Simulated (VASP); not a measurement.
Co: single point with r2SCAN+D3(BJ)

Crystal: Co.

```
Co
1.0
     2.50307    0.00000    0.00000
    -1.25154    2.16772    0.00000
     0.00000    0.00000    8.19467
Co
4
Direct
  0.66667 0.33333 0.75000
  0.00000 0.00000 0.50000
  0.33333 0.66667 0.25000
  0.00000 0.00000 0.00000
```

```yaml
Program: VASP 6.6.1
Task: single point
Functional: r2SCAN
Dispersion: D3(BJ)
Potentials_or_basis: VASP PAW PBE potentials, release 64 (Co)
Cutoff: 520 eV
k_mesh: 12 × 12 × 4
Occupations: fermi-dirac, width 0.05 eV
Spin: collinear spin, ferromagnetic start
Starting_moments: "[2.0, 2.0, 2.0, 2.0] μB"
Dipole_correction: no
Further_INCAR_settings: ALGO = Normal; EDIFF = 1e-06; NBANDS = 30
```

```json
{
  "Pressure": "-11.2 GPa",
  "Net moment": "7.09 μB per cell",
  "Site moments": "Co +1.86, +1.83 (each value once) μB",
  "Valence electrons inside the program's atomic spheres": "Co 8.24, 8.25 (each value once)",
  "Dispersion energy per atom": "-0.191 eV"
}
```

Stress tensor (GPa, compression positive):
```
-11.31   0.00   0.00
  0.00 -11.31   0.00
  0.00   0.00 -11.00
```

Levels at points of the mesh, in eV from the Fermi level:
Spin up:
| k point | band 19 | band 20 | band 21 | band 22 | band 23 | band 24 | band 25 | band 26 |
| --- | --- | --- | --- | --- | --- | --- | --- | --- |
| (0.00, 0.00, 0.00) | -2.48 | -2.09 | -2.09 | -1.71 | -1.71 | -0.52 | 5.66 | 14.52 |
| (0.50, 0.00, 0.00) | -1.38 | -1.36 | -0.03 | 1.11 | 1.94 | 2.66 | 6.51 | 6.52 |
| (0.00, 0.00, 0.50) | -2.41 | -2.41 | -1.88 | -1.88 | -1.88 | -1.88 | 8.81 | 8.81 |
| (0.50, 0.00, 0.50) | -1.42 | -1.42 | 0.74 | 0.74 | 2.38 | 2.38 | 6.93 | 6.93 |
Spin down:
| k point | band 10 | band 11 | band 12 | band 13 | band 14 | band 15 | band 16 | band 17 | band 18 | band 19 |
| --- | --- | --- | --- | --- | --- | --- | --- | --- | --- | --- |
| (0.00, 0.00, 0.00) | -1.05 | -1.04 | -1.04 | -0.91 | -0.91 | -0.83 | -0.83 | 0.47 | 0.47 | 0.65 |
| (0.50, 0.00, 0.00) | -1.00 | -0.86 | -0.06 | -0.06 | 0.16 | 1.01 | 1.18 | 1.22 | 1.27 | 1.29 |
| (0.00, 0.00, 0.50) | -1.06 | -1.06 | -1.06 | -0.94 | -0.94 | -0.94 | -0.94 | 0.59 | 0.59 | 0.59 |
| (0.50, 0.00, 0.50) | -1.03 | -0.72 | -0.72 | -0.45 | -0.45 | 0.90 | 0.90 | 1.29 | 1.29 | 1.51 |

It took 5.9 min on 1 thread of Intel(R) Xeon(R) 6975P-C (Granite Rapids), on a shared host, peak memory 0.27 GiB.

Caveat: the cell stands under tension; the PAW data sets were made with another functional, which shifts forces and pressure a little.
